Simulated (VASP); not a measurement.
Crystal: Si.

```
CELL_PARAMETERS angstrom
2.44400 0.00000 0.00000
-1.22200 2.11657 0.00000
0.00000 0.00000 4.15200
ATOMIC_POSITIONS crystal
Si 0.33333 0.66667 0.25000
Si 0.66667 0.33333 0.75000
```

This isn't the form of Si at room conditions, which is diamond.

```yaml
Program: VASP 6.6.1
Task: relaxation of cell and atoms
Functional: PBE
Potentials_or_basis: VASP PAW PBE potentials, release 64 (Si)
Cutoff: 600 eV
k_mesh: 20 × 20 × 11
Occupations: fermi-dirac, width 0.1 eV
Spin: no spin polarisation
```

At the start: pressure 49.1 GPa; volume 10.74 Å³/atom.

Question: How do energy, volume and symmetry change on relaxing?

Answer: Over 15 steps the energy falls by 418.5 meV/atom and the volume is 14.35 Å³/atom (+33.6 %); space group P6_3/mmc (No. 194, to 0.1 Å) before and after.

Step by step:
```csv
step,energy change (eV),largest force (eV/Å),pressure (GPa),volume (Å³)
1,0.0000,0.0000,49.08,21.48
2,-0.6792,0.0000,-9.40,33.41
3,-0.8361,0.0000,0.56,28.52
4,-0.8364,0.0000,-0.12,28.75
5,-0.8364,0.0000,0.00,28.71
6,-0.8364,0.0000,0.06,28.69
7,-0.8365,0.0000,0.06,28.69
8,-0.8366,0.0000,0.07,28.68
9,-0.8367,0.0000,0.10,28.67
10,-0.8368,0.0000,0.18,28.65
11,-0.8369,0.0000,0.13,28.67
12,-0.8369,0.0000,0.16,28.66
13,-0.8369,0.0000,0.14,28.66
14,-0.8369,0.0000,-0.13,28.75
15,-0.8369,0.0000,0.03,28.70
```

Final structure:
```xyz
2
Lattice="2.7142 0.0000 0.0000 -1.3571 2.3506 0.0000 0.0000 0.0000 4.4986" Properties=species:S:1:pos:R:3 pbc="T T T"
Si    0.0000    1.5670    1.1246
Si    1.3571    0.7835    3.3739
```

Caveat: the volume moved by over 15 % at a fixed basis, so the end points are rough.
